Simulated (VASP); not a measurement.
# Ag (P6_3/mmc) in VASP: notebook, part 2 of 2

VASP 6.6.1. Earlier steps stand in the parts before.

## 3. Relaxation of the atoms, PBE (18.52 Å³/atom)

This run uses another cell than the first one, of 18.52 Å³/atom.

File INCAR:

```
ALGO = Normal ; EDIFF = 1E-6
EDIFFG = -0.02 ; ENCUT = 520
GGA = PE ; IBRION = 2
ISIF = 2 ; ISMEAR = -1
LASPH = True ; LCHARG = False
LREAL = False ; LWAVE = False
NELM = 100 ; NSW = 80
PREC = Accurate ; SIGMA = 0.05
```

File KPOINTS:

```
k-points
0
Gamma
  18 18 10
```

File POSCAR:

```
Ag
1.0
    2.9685570532      0.0000000000      0.0000000000
   -1.4842785266      2.5708458206      0.0000000000
    0.0000000000      0.0000000000      4.8530335443
Ag
2
Direct
    0.3333333333      0.6666666667      0.2500000000
    0.6666666667      0.3333333333      0.7500000000
```

Potentials or basis: VASP PAW PBE potentials, release 64 (Ag).

Started as:

```sh
cat potpaw_PBE.64/Ag/POTCAR > POTCAR
mpirun -np 1 vasp_std > vasp.out
```

OUTCAR:

```text
EDIFF = 1E-6
   EDIFFG = -0.02
   ENCUT = 520
   GGA = PE
   IBRION = 2
   ISIF = 2
   ISMEAR = -1
   LASPH = True
   LREAL = False
   NELM = 100
   NSW = 80
   PREC = Accurate

 ion  position               nearest neighbor table
   1  0.333  0.667  0.250-   2 2.97   2 2.97   2 2.97   2 2.97   2 2.97   2 2.97
   2  0.667  0.333  0.750-   1 2.97   1 2.97   1 2.97   1 2.97   1 2.97   1 2.97

  LATTYP: Found a hexagonal cell.
 ALAT       =     2.9685570532
 C/A-ratio  =     1.6348122867

  Lattice vectors:

 A1 = (   2.9685570532,   0.0000000000,   0.0000000000)
 A2 = (  -1.4842785266,   2.5708458206,   0.0000000000)
 A3 = (   0.0000000000,   0.0000000000,   4.8530335443)

Analysis of symmetry for initial positions (statically):
=====================================================================
 Subroutine PRICEL returns:
 Original cell was already a primitive cell.

 Routine SETGRP: Setting up the symmetry group for a
 hexagonal supercell.

 Subroutine GETGRP returns: Found 24 space group operations
 (whereof 12 operations were pure point group operations)
 out of a pool of 24 trial point group operations.

[... 181 lines left out ...]
      8       3.4004      2.00000
      9       3.4004      2.00000
     10       4.2756      2.00000
     11       4.2756      2.00000
     12       7.1499      1.94901
     13      10.4834      0.00000
     14      22.7476      0.00000
[... 401 lines left out ...]
      2       1.8573      2.00000
      3       1.9424      2.00000
      4       2.7888      2.00000
      5       3.1018      2.00000
      6       3.2657      2.00000
      7       3.3855      2.00000
      8       4.2671      2.00000
      9       4.3798      2.00000
     10       4.4027      2.00000
     11       6.9671      1.99865
     12       9.9633      0.00000
     13      13.5994      0.00000
     14      13.9958      0.00000
     15      15.9377      0.00000

 [... further k-points ...]

------------------------ aborting loop because EDIFF is reached ----------------------------------------

  FORCE on cell =-STRESS in cart. coord.  units (eV):
  Direction    XX          YY          ZZ          XY          YZ          ZX
  --------------------------------------------------------------------------------------
  -------------------------------------------------------------------------------------
  Total       -0.6787762     -0.6787762     -0.6630607      0.0000000      0.0000000      0.0000000
  in kB      -29.3631398    -29.3631398    -28.6833032      0.0000000      0.0000000      0.0000000
  external PRESSURE =     -29.1365276 kB  Pullay stress =       0.0000000 kB

 VOLUME and BASIS-vectors are now :
 -----------------------------------------------------------------------------
  energy-cutoff  :      520.00
  volume of cell :       37.04
      direct lattice vectors                 reciprocal lattice vectors
     2.968557053  0.000000000  0.000000000     0.336863999  0.194488520  0.000000000
    -1.484278527  2.570845821  0.000000000     0.000000000  0.388977041  0.000000000
     0.000000000  0.000000000  4.853033544     0.000000000  0.000000000  0.206056684

 POSITION                                       TOTAL-FORCE (eV/Angst)
 -----------------------------------------------------------------------------------
     -0.00000      1.71390      1.21326        -0.000000      0.000000      0.000000
      1.48428      0.85695      3.63978         0.000000     -0.000000      0.000000
 -----------------------------------------------------------------------------------
    total drift:                               -0.000000      0.000000     -0.000000

  FREE ENERGIE OF THE ION-ELECTRON SYSTEM (eV)
  ---------------------------------------------------
  free  energy   TOTEN  =        -5.4168878077 eV

  energy  without entropy=       -5.4109921479  energy(sigma->0) =       -5.41393998

 reached required accuracy - stopping structural energy minimisation
```

OSZICAR:

```text
N       E                     dE             d eps       ncg     rms          rms(c)
DAV:   1     0.119766245701E+03    0.11977E+03   -0.11935E+04  6660   0.145E+03
DAV:   2    -0.448744826859E+01   -0.12425E+03   -0.11940E+03  6926   0.292E+02
DAV:   3    -0.586389036339E+01   -0.13764E+01   -0.13737E+01  8067   0.367E+01
DAV:   4    -0.586757598159E+01   -0.36856E-02   -0.36855E-02  7801   0.178E+00
DAV:   5    -0.586760679780E+01   -0.30816E-04   -0.30816E-04  8347   0.173E-01    0.597E+00
DAV:   6    -0.543137658965E+01    0.43623E+00   -0.14363E+00  6870   0.135E+01    0.404E+00
DAV:   7    -0.542114116432E+01    0.10235E-01   -0.13741E-02  7864   0.111E+00    0.235E+00
DAV:   8    -0.541685847780E+01    0.42827E-02   -0.11209E-03  7528   0.340E-01    0.830E-02
DAV:   9    -0.541687337284E+01   -0.14895E-04   -0.18475E-05  8410   0.363E-02    0.226E-02
DAV:  10    -0.541688787213E+01   -0.14499E-04   -0.90955E-06  7577   0.337E-02    0.122E-03
DAV:  11    -0.541688780772E+01    0.64410E-07   -0.99140E-08  4765   0.326E-03
   1 F= -.54168878E+01 E0= -.54139400E+01  d E =-.541689E+01
```

CONTCAR:

```text
Ag
   1.00000000000000
     2.9685570532000001    0.0000000000000000    0.0000000000000000
    -1.4842785266000000    2.5708458206000002    0.0000000000000000
     0.0000000000000000    0.0000000000000000    4.8530335442999997
  Ag
     2
Direct
     0.3333333332999970    0.6666666667000030    0.2500000000000000
     0.6666666667000030    0.3333333332999970    0.7500000000000000

  0.00000000E+00  0.00000000E+00  0.00000000E+00
  0.00000000E+00  0.00000000E+00  0.00000000E+00
```

It took 58 s on 1 thread of Oxide Virtual Turin-like, shared host; peak memory 0.21 GiB.

Results:

```
Free energy             : -5.4169 eV
Pressure after relaxing : -2.9 GPa
Band gap on the k mesh  : zero (bands 11 and 12 overlap by 7.22 eV)
```

Final structure:
```yaml
crystal:
  lattice:
    - [2.96856, 0.00000, 0.00000]
    - [-1.48428, 2.57085, 0.00000]
    - [0.00000, 0.00000, 4.85303]
  atoms:
    - { symbol: Ag, position: [0.33333, 0.66667, 0.25000] }
    - { symbol: Ag, position: [0.66667, 0.33333, 0.75000] }
```

Levels at points of the mesh, in eV from the Fermi level:
```tsv
k point	band 9	band 10	band 11	band 12	band 13	band 14
(0.00, 0.00, 0.00)	-3.93	-3.06	-3.06	-0.18	3.15	15.42
(0.50, 0.00, 0.00)	-2.90	-2.82	0.14	1.37	6.52	6.81
(0.00, 0.00, 0.50)	-3.33	-3.33	-3.33	-3.33	10.52	10.52
(0.50, 0.00, 0.50)	-2.87	-2.87	0.87	0.87	4.14	4.14
```

## 4. Relaxation of the atoms, PBE

This run uses another cell than the first one, of 17.81 Å³/atom.

File INCAR:

```
SYSTEM = Ag
ALGO = Normal
EDIFF = 1E-7
EDIFFG = -0.02
ENCUT = 520
GGA = PE
IBRION = 2
ISIF = 2
ISMEAR = -1
LASPH = .TRUE.
LCHARG = .FALSE.
LREAL = .FALSE.
LWAVE = .FALSE.
NELM = 80
NSW = 80
PREC = Accurate
SIGMA = 0.05
```

File KPOINTS:

```
k-points
0
G
  18 18 10
  0 0 0
```

File POSCAR:

```
Ag
1.0
    2.9300000000      0.0000000000      0.0000000000
   -1.4650000000      2.5374544331      0.0000000000
    0.0000000000      0.0000000000      4.7900000000
Ag
2
Direct
    0.3333333333      0.6666666667      0.2500000000
    0.6666666667      0.3333333333      0.7500000000
```

Started as:

```sh
cat potpaw_PBE.64/Ag/POTCAR > POTCAR
mpirun -np 1 vasp_std > vasp.out
```

Wall time 1.9 min (1 thread of Oxide Virtual Turin-like, shared host); peak memory 0.19 GiB.

It converged, with:

* Free energy: -5.4284 eV
* Pressure after relaxing: 0.3 GPa
* Band gap on the k mesh: zero (bands 11 and 12 overlap by 7.36 eV)

Stress tensor (GPa, compression positive):
```
0.28 0.00 0.00
0.00 0.28 0.00
0.00 0.00 0.36
```

Final structure:
```
Ag
1.0
     2.93000    0.00000    0.00000
    -1.46500    2.53745    0.00000
     0.00000    0.00000    4.79000
Ag
2
Direct
  0.33333 0.66667 0.25000
  0.66667 0.33333 0.75000
```

Levels at points of the mesh, in eV from the Fermi level:
```tsv
k point	band 7	band 8	band 9	band 10	band 11	band 12	band 13	band 14	band 15
(0.00, 0.00, 0.00)	-4.34	-4.01	-4.01	-3.07	-3.07	-0.28	3.36	15.54	17.40
(0.50, 0.00, 0.00)	-3.70	-2.95	-2.90	-2.82	0.13	1.46	6.70	6.97	9.02
(0.00, 0.00, 0.50)	-4.38	-4.38	-3.37	-3.37	-3.37	-3.37	10.81	10.81	15.89
(0.50, 0.00, 0.50)	-3.11	-3.11	-2.87	-2.87	0.82	0.82	4.36	4.36	13.29
```

## 5. Relaxation of the atoms, PBE (z stretched by +2 %)

File INCAR:

```
PREC = Accurate ; ENCUT = 520
EDIFF = 1E-6 ; ISMEAR = -1
SIGMA = 0.05 ; LREAL = False
LASPH = True ; NELM = 80
ALGO = Normal ; ISIF = 2
LWAVE = False ; LCHARG = False
GGA = PE ; IBRION = 2
NSW = 80 ; EDIFFG = -0.02
```

File KPOINTS:

```
Automatic mesh
0
Gamma
  18 18 10
```

Changes to POSCAR since step 4:

```diff
@@ -4,3 +4,3 @@
    -1.4650000000      2.5374544331      0.0000000000
-    0.0000000000      0.0000000000      4.7900000000
+    0.0000000000      0.0000000000      4.8858000000
 Ag
```

Started as:

```sh
cat potpaw_PBE.64/Ag/POTCAR > POTCAR
mpirun -np 1 vasp_std > vasp.out
```

Run time: 81 s. Hardware: 1 thread of Oxide Virtual Turin-like, shared host; peak memory 0.2 GiB.

The run converged. Its results:

* Free energy: -5.4245 eV
* Pressure after relaxing: -1.4 GPa
* Band gap on the k mesh: zero (bands 11 and 12 overlap by 7.38 eV)

Stress tensor (GPa, compression positive):
```
-0.92  0.00  0.00
 0.00 -0.92  0.00
 0.00  0.00 -2.27
```

Final structure:
```
Ag
1.0
     2.93000    0.00000    0.00000
    -1.46500    2.53745    0.00000
     0.00000    0.00000    4.88580
Ag
2
Direct
  0.33333 0.66667 0.25000
  0.66667 0.33333 0.75000
```

Levels at points of the mesh, in eV from the Fermi level:
```csv
k point,band 7,band 8,band 9,band 10,band 11,band 12,band 13,band 14,band 15
"(0.00, 0.00, 0.00)",-4.31,-3.91,-3.91,-3.07,-3.07,-0.36,3.00,15.63,16.92
"(0.50, 0.00, 0.00)",-3.63,-2.93,-2.90,-2.79,0.20,1.50,6.50,6.81,8.73
"(0.00, 0.00, 0.50)",-4.34,-4.34,-3.35,-3.35,-3.35,-3.35,10.25,10.25,15.97
"(0.50, 0.00, 0.50)",-3.10,-3.10,-2.83,-2.83,0.87,0.87,4.30,4.30,13.28
```

Caveat: the cell differs from its parent crystal (z stretched by +2 %).

## 6. Overview

| task | cell | gap on the mesh (eV) | pressure (GPa) |
| --- | --- | --- | --- |
| single point | a = 2.930, b = 2.930, c = 4.838 Å, angles 90.0, 90.0, 120.0°, 2 atoms | none | -0.6 |
| relaxation of the atoms | atoms relaxed from a = 2.969, b = 2.969, c = 4.853 Å, angles 90.0, 90.0, 120.0°, 2 atoms | none | -2.9 |
| relaxation of the atoms | atoms relaxed from a = 2.930, b = 2.930, c = 4.790 Å, angles 90.0, 90.0, 120.0°, 2 atoms | none | 0.3 |
| relaxation of the atoms | atoms relaxed from a = 2.930, b = 2.930, c = 4.886 Å, angles 90.0, 90.0, 120.0°, 2 atoms | none | -1.4 |

Alike in all rows: level PBE; potentials or basis VASP PAW PBE potentials, release 64 (Ag); no spin polarisation; k mesh 18 × 18 × 10; cutoff (eV) 520; smearing fermi-dirac 0.05 eV.

Absolute energies hang on the potentials; compare differences alone.
